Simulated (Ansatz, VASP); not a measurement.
One calculation of Tl, two programs

```
CELL_PARAMETERS angstrom
0.00000 2.46646 2.46646
2.46646 0.00000 2.46646
2.46646 2.46646 0.00000
ATOMIC_POSITIONS crystal
Tl 0.00000 0.00000 0.00000
```

Alike in both runs: task single point; functional PBE; k mesh 12 × 12 × 12; occupations fermi-dirac, width 0.1 eV; no spin polarisation.

```csv
,VASP,Ansatz
version,VASP 6.6.1,Ansatz 0.2.0
potentials or method,"VASP PAW PBE potentials, release 64 (Tl_d), cutoff 520 eV","plane waves (420 eV) with PAW, scalar-relativistic"
valence electrons in the cell,13,13
```

```tsv
	VASP	Ansatz	Ansatz less VASP
pressure (GPa)	1.1	1.2	+0.06
```

Spin-orbit coupling is off throughout.
